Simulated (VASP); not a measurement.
# Si (R-3m) in VASP: notebook

The runs below take Si through single point, relaxation of cell and atoms, with PBE.

Everything below comes from runs of VASP 6.6.1. Logs are shortened: lines on timing, memory, paths and dates and some standing lists are left out, and cuts for length are marked.

## Step 1: The cell of the first run

Symmetry: R-3m, No. 166, trigonal system. The conventional cell has a = 3.936 Å, b = 3.936 Å, c = 8.940 Å, α = 90.00°, β = 90.00°, γ = 120.00°. Within 2.2 Å of Si (site symmetry 3m) lie 1 Si at 1.68 Å.

## Step 2: Single point, PBE

INCAR reads:

```
SYSTEM = Si
PREC     = Accurate       ! precision mode
ENCUT    = 520            ! plane-wave cutoff, eV
EDIFF    = 1E-7           ! SCF threshold, eV
ISMEAR   = 0              ! smearing method
SIGMA    = 0.1            ! smearing width, eV
LREAL    = .FALSE.        ! projectors in reciprocal space
LASPH    = .TRUE.         ! aspherical terms in the spheres
NELM     = 100            ! most SCF steps
ALGO     = Normal         ! electronic algorithm
ISIF     = 2              ! what is computed and relaxed
LWAVE    = .FALSE.        ! write WAVECAR
LCHARG   = .FALSE.        ! write CHGCAR
GGA      = PE             ! functional
NBANDS   = 11             ! bands
```

KPOINTS reads:

```
regular mesh
0
G
  6 6 6
  0 0 0
```

POSCAR reads:

```
Si
1.0
    1.9677865900      1.1361021200      2.9799001800
   -1.9677865900      1.1361021200      2.9799001800
    0.0000000000     -2.2722042400      2.9799001800
Si
2
Direct
    0.5941707900      0.5941707900      0.5941707900
    0.4058292100      0.4058292100      0.4058292100
```

Potentials or basis: VASP PAW PBE potentials, release 64 (Si).

Run with:

```
cat potpaw_PBE.64/Si/POTCAR > POTCAR
mpirun -np 1 vasp_std > vasp.out
```

OUTCAR:

```text
SYSTEM = Si
   PREC = Accurate
   ENCUT = 520
   EDIFF = 1E-7
   ISMEAR = 0
   LREAL = .FALSE.
   LASPH = .TRUE.
   NELM = 100
   ISIF = 2
   GGA = PE

 ion  position               nearest neighbor table
   1  0.594  0.594  0.594-   2 1.68   2 2.62   2 2.62   2 2.62
   2  0.406  0.406  0.406-   1 1.68   1 2.62   1 2.62   1 2.62

  LATTYP: Found a trigonal (rhomboedric) cell.
 ALAT       =     3.7473613638
 COS(alpha) =     0.4485135567

  Lattice vectors:

 A1 = (   1.9677865900,   1.1361021200,   2.9799001800)
 A2 = (  -1.9677865900,   1.1361021200,   2.9799001800)
 A3 = (   0.0000000000,  -2.2722042400,   2.9799001800)

Analysis of symmetry for initial positions (statically):
=====================================================================
 Subroutine PRICEL returns:
 Original cell was already a primitive cell.

 Routine SETGRP: Setting up the symmetry group for a
 trigonal (rhombohedral) supercell.

 Subroutine GETGRP returns: Found 12 space group operations
 (whereof 12 operations were pure point group operations)
 out of a pool of 12 trial point group operations.

The static configuration has the point symmetry D_3d.

Analysis of symmetry for dynamics (positions and initial velocities):
=====================================================================
 Subroutine PRICEL returns:
 Original cell was already a primitive cell.

 Routine SETGRP: Setting up the symmetry group for a
 trigonal (rhombohedral) supercell.

 Subroutine GETGRP returns: Found 12 space group operations
 (whereof 12 operations were pure point group operations)
 out of a pool of 12 trial point group operations.

The dynamic configuration has the point symmetry D_3d.

 Subroutine INISYM returns: Found 12 space group operations
 (whereof 12 operations are pure point group operations),
 and found     1 'primitive' translations

----------------------------------------------------------------------------------------

                                     Primitive cell

  volume of cell :      39.9713

  direct lattice vectors                    reciprocal lattice vectors
     1.967786590  1.136102120  2.979900180     0.254092594  0.146700427  0.111860570
    -1.967786590  1.136102120  2.979900180    -0.254092594  0.146700427  0.111860570
     0.000000000 -2.272204240  2.979900180     0.000000000 -0.293400855  0.111860570

  length of vectors
     3.747361361  3.747361361  3.747361364     0.314001352  0.314001352  0.314001352

  position of ions in fractional coordinates (direct lattice)
     0.594170790  0.594170790  0.594170790
     0.405829210  0.405829210  0.405829210

  ion indices of the primitive-cell ions
   primitive index   ion index
                 1           1
                 2           2

----------------------------------------------------------------------------------------

 KPOINTS: regular mesh

Automatic generation of k-mesh.
 Grid dimensions read from file:
 generate k-points for:    6    6    6

 Generating k-lattice:

  Cartesian coordinates                     Fractional coordinates (reciprocal lattice)
     0.042348766  0.024450071  0.018643428     0.166666667  0.000000000  0.000000000
    -0.042348766  0.024450071  0.018643428     0.000000000  0.166666667  0.000000000
     0.000000000 -0.048900142  0.018643428     0.000000000  0.000000000  0.166666667

  Length of vectors
     0.052333559  0.052333559  0.052333559

  Shift w.r.t. Gamma in fractional coordinates (k-lattice)
     0.000000000  0.000000000  0.000000000

 Subroutine IBZKPT returns following result:
 ===========================================

 Found     32 irreducible k-points:

 Following reciprocal coordinates:
            Coordinates               Weight
  0.000000  0.000000  0.000000      1.000000
  0.166667  0.000000 -0.000000      6.000000
  0.333333 -0.000000  0.000000      6.000000
  0.500000 -0.000000 -0.000000      3.000000
  0.166667  0.166667 -0.000000      6.000000
  0.333333  0.166667  0.000000     12.000000
[... 16 lines left out ...]
  0.500000  0.500000  0.166667      6.000000
 -0.333333  0.500000  0.166667     12.000000
 [... further k-points ...]
   k-points           NKPTS =     32   k-points in BZ     NKDIM =     32   number of bands    NBANDS=     11
   number of dos      NEDOS =    301   number of ions     NIONS =      2
   total plane-waves  NPLWV =  21952
   dimension x,y,z NGX =    28 NGY =   28 NGZ =   28
   dimension x,y,z NGXF=    56 NGYF=   56 NGZF=   56
   ions per type =               2
   NGX,Y,Z   is equivalent  to a cutoff of  12.42, 12.42, 12.42 a.u.
   NGXF,Y,Z  is equivalent  to a cutoff of  24.84, 24.84, 24.84 a.u.
 SYSTEM =  Si
   PREC   = accura    normal or accurate (medium, high low for compatibility)
   ISTART =      0    job   : 0-new  1-cont  2-samecut
   ICHARG =      2    charge: 1-file 2-atom 10-const
   ISPIN  =      1    spin polarized calculation?
   LNONCOLLINEAR =      F non collinear calculations
   LSORBIT =      F    spin-orbit coupling
   LASPH  =      T    aspherical Exc in radial PAW
   ENCUT  =  520.0 eV  38.22 Ry    6.18 a.u.   6.97  6.97  6.97*2*pi/ulx,y,z
   NELM   =    100;   NELMIN=  2; NELMDL= -5     # of ELM steps
   EDIFF  = 0.1E-06   stopping-criterion for ELM
   LREAL  =      F    real-space projection
   EDIFFG = 0.1E-05   stopping-criterion for IOM
   NSW    =      0    number of steps for IOM
   IBRION =     -1    ionic relax: 0-MD 1-quasi-New 2-CG
   NFREE  =      0    steps in history (QN), initial steepest desc. (CG)
   ISIF   =      2    stress and relaxation
   ISYM   =      2    0-nonsym 1-usesym 2-fastsym
   POTIM  = 0.5000    time-step for ionic-motion
   TEBEG  =    0.0;   TEEND  =   0.0 temperature during run
   PSTRESS=    0.0 pullay stress
   NELECT =       8.0000    total number of electrons
   NUPDOWN=      -1.0000    fix difference up-down
   EMIN   =  10.00;   EMAX   =-10.00  energy-range for DOS
   EFERMI =   0.00;   METHOD = LEGACY
   ISMEAR =     0;   SIGMA  =   0.10  broadening in eV -4-tet -1-fermi 0-gaus
   EFERMI_NEDOS =   21; number of points for ismear=-14 and -15
   IALGO  =     38    algorithm
   IMIX   =      4    mixing-type and parameters
     AMIX     =   0.40;   BMIX     =  1.00
     AMIX_MAG =   1.60;   BMIX_MAG =  1.00
  volume/ion in A,a.u.               =      19.99       134.87
  Fermi-wavevector in a.u.,A,eV,Ry     =   0.957610  1.809621 12.476775  0.917017
  Thomas-Fermi vector in A             =   2.086643
   LORBIT       =      0    0 simple, 1 ext, 2 COOP (PROOUT), +10 PAW based schemes
   GGA     = PE    functional components
   LHFCALC =     F    Hartree Fock is set to
   AEXX    =    0.0000 exact exchange contribution
   IVDW    =     0    specifies the selected vdW correction
   LEPSILON=     F    determine dielectric tensor
   LRPA    =     F    only Hartree local field effects (RPA)
 non-spin polarized calculation
 Gauss-broadening in eV      SIGMA  =   0.10
  energy-cutoff  :      520.00
  volume of cell :       39.97
 maximum number of plane-waves:      1097
   NGX = 13   NGY = 13   NGZ = 13

 number of electron       8.0000000 magnetization

 Free energy of the ion-electron system (eV)
  ---------------------------------------------------
  ext. energy  EPLUGINS =         0.00000000
  ---------------------------------------------------
  free energy    TOTEN  =        -5.35660972 eV

  energy without entropy =       -5.35351364  energy(sigma->0) =       -5.35506168

 E-fermi :   5.5889     XC(G=0):  -9.3793

 val. band max:        5.5822144237   @ k =   0.3333   0.3333   0.0000
 cond. band min:       5.7610577023   @ k =   0.3333  -0.0000   0.0000
 fundamental gap:      0.1788432786
 Fermi energy:         5.5888628943

 k-point     1 :       0.0000    0.0000    0.0000
  band No.  band energies     occupation
      1      -6.6846      2.00000
      2       3.8322      2.00000
      3       6.0298      0.00000
      4       6.0298      0.00000
      5       7.2040      0.00000
      6       7.2040      0.00000
      7       8.4250      0.00000
      8      11.3876      0.00000
      9      13.3085      0.00000
     10      14.0105      0.00000
     11      14.0105      0.00000

 k-point     2 :       0.1667    0.0000   -0.0000
  band No.  band energies     occupation
      1      -6.3846      2.00000
      2       2.7742      2.00000
      3       4.7075      2.00000
      4       5.8335      0.00054
      5       6.9163      0.00000
      6       7.2656      0.00000
      7      10.9713      0.00000
      8      11.5521      0.00000
      9      12.8478      0.00000
     10      13.3106      0.00000
     11      14.7433      0.00000

 k-point     3 :       0.3333   -0.0000    0.0000
  band No.  band energies     occupation
      1      -5.6039      2.00000
      2       0.4899      2.00000
      3       3.9565      2.00000
      4       5.7611      0.01488
      5       6.7540      0.00000
      6       6.8166      0.00000
      7      11.4904      0.00000
      8      13.3788      0.00000
      9      13.6169      0.00000
     10      14.1417      0.00000
     11      14.6073      0.00000

 k-point     4 :       0.5000   -0.0000   -0.0000
  band No.  band energies     occupation
      1      -5.0244      2.00000
      2      -0.6909      2.00000
      3       3.7427      2.00000
      4       6.0775      0.00000
      5       6.1803      0.00000
      6       6.6458      0.00000
      7      11.2135      0.00000
      8      13.1513      0.00000
      9      15.6852      0.00000
     10      15.7714      0.00000
     11      16.8888      0.00000

 k-point     5 :       0.1667    0.1667   -0.0000
  band No.  band energies     occupation
      1      -6.2485      2.00000
      2       2.6212      2.00000
      3       4.3789      2.00000
      4       5.2979      1.99996
      5       6.1565      0.00000
      6       9.4777      0.00000
      7       9.8397      0.00000
      8      11.3082      0.00000
      9      12.2761      0.00000
     10      14.2439      0.00000
     11      15.4105      0.00000
[... 211 lines left out ...]
 k-point    21 :      -0.3333    0.3333    0.1667
  band No.  band energies     occupation
      1      -4.2992      2.00000
      2      -0.2368      2.00000
      3       1.1686      2.00000
      4       3.2514      2.00000
      5       7.7795      0.00000
      6       9.6937      0.00000
      7      10.7031      0.00000
      8      12.3880      0.00000
      9      14.2830      0.00000
     10      16.7292      0.00000
     11      17.8274      0.00000

 k-point    22 :      -0.1667    0.3333    0.1667
  band No.  band energies     occupation
      1      -4.9470      2.00000
      2       0.7187      2.00000
      3       1.8132      2.00000
      4       3.2933      2.00000
      5       7.3708      0.00000
      6       9.2552      0.00000
      7      10.1673      0.00000
      8      13.6364      0.00000
      9      14.9234      0.00000
     10      15.6239      0.00000
     11      17.4369      0.00000

 k-point    23 :       0.5000    0.5000    0.1667
  band No.  band energies     occupation
      1      -4.0078      2.00000
      2      -1.0411      2.00000
      3       2.4748      2.00000
      4       2.8582      2.00000
      5       7.1061      0.00000
      6       7.5436      0.00000
      7      12.9635      0.00000
      8      13.2277      0.00000
      9      15.2411      0.00000
     10      15.3668      0.00000
     11      17.9934      0.00000

 k-point    24 :      -0.3333    0.5000    0.1667
  band No.  band energies     occupation
      1      -3.9438      2.00000
      2      -0.7327      2.00000
      3       1.8544      2.00000
      4       2.2943      2.00000
      5       7.5076      0.00000
      6       8.5220      0.00000
      7      11.9446      0.00000
      8      12.7134      0.00000
      9      15.7338      0.00000
     10      17.2125      0.00000
     11      18.0031      0.00000

 [... further k-points ...]

------------------------ aborting loop because EDIFF is reached ----------------------------------------

  FORCE on cell =-STRESS in cart. coord.  units (eV):
  Direction    XX          YY          ZZ          XY          YZ          ZX
  --------------------------------------------------------------------------------------
  -------------------------------------------------------------------------------------
  Total       -2.4189028     -2.4189028     35.4550364      0.0000000     -0.0000000      0.0000000
  in kB      -96.9573338    -96.9573342   1421.1508672      0.0000000     -0.0000000      0.0000000
  external PRESSURE =     409.0787331 kB  Pullay stress =       0.0000000 kB

 VOLUME and BASIS-vectors are now :
 -----------------------------------------------------------------------------
  energy-cutoff  :      520.00
  volume of cell :       39.97
      direct lattice vectors                 reciprocal lattice vectors
     1.967786590  1.136102120  2.979900180     0.254092594  0.146700427  0.111860570
    -1.967786590  1.136102120  2.979900180    -0.254092594  0.146700427  0.111860570
     0.000000000 -2.272204240  2.979900180     0.000000000 -0.293400855  0.111860570

 POSITION                                       TOTAL-FORCE (eV/Angst)
 -----------------------------------------------------------------------------------
      0.00000      0.00000      5.31171         0.000000     -0.000000     23.759150
      0.00000      0.00000      3.62799         0.000000      0.000000    -23.759150
 -----------------------------------------------------------------------------------
    total drift:                               -0.000000      0.000000     -0.000000

  FREE ENERGIE OF THE ION-ELECTRON SYSTEM (eV)
  ---------------------------------------------------
  free  energy   TOTEN  =        -5.3566097248 eV

  energy  without entropy=       -5.3535136418  energy(sigma->0) =       -5.35506168
```

It took 9 s on 1 thread of AMD EPYC 7R13 (Zen 3), shared host; peak memory 0.12 GiB.

Results:

| Item | Value |
| --- | --- |
| Free energy | -5.3566 eV |
| Pressure | 40.9 GPa |
| Largest force | 23.759 eV/Å |
| Band gap on the k mesh | zero (bands 4 and 5 overlap by 0.83 eV) |

Forces on the atoms (eV/Å):
```
Si    0.000   0.000  23.759
Si    0.000   0.000 -23.759
```

Caveat: the cell stands under pressure; forces of over 1 eV/Å act on the atoms, so gaps and moduli don't describe the material at rest.

(Part 1 of 2 ends here.)
